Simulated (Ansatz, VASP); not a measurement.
**One calculation of Al, two programs**

```
CELL_PARAMETERS angstrom
0.00000 2.08102 1.91454
2.08102 0.00000 1.91454
2.08102 2.08102 0.00000
ATOMIC_POSITIONS crystal
Al 0.00000 0.00000 0.00000
```

Alike in both runs: task single point; functional PBEsol; dispersion D3(BJ); k mesh 22 × 22 × 22; occupations gaussian, width 0.15 eV; no spin polarisation.

|  | VASP | Ansatz |
| --- | --- | --- |
| version | VASP 6.6.1 | Ansatz 0.2.0 |
| potentials or method | VASP PAW PBE potentials, release 64 (Al), cutoff 520 eV | scalar-relativistic, plane waves, PAW |
| valence electrons in the cell | 3 | 3 |

Ansatz gave:

- gap on the k mesh at the Fermi level (eV): none
- pressure (GPa): -4.6
- traceless stress, the component that is largest in VASP (GPa): 2.91

Problem. What did VASP give for the same quantities?

Solution. gap on the k mesh at the Fermi level (eV): none; pressure (GPa): -4.5; traceless stress, the component that is largest in VASP (GPa): 2.92.

VASP's potentials were made for PBE, not for PBEsol. A gap of «none» marks a metal or a gap that the smearing closes.
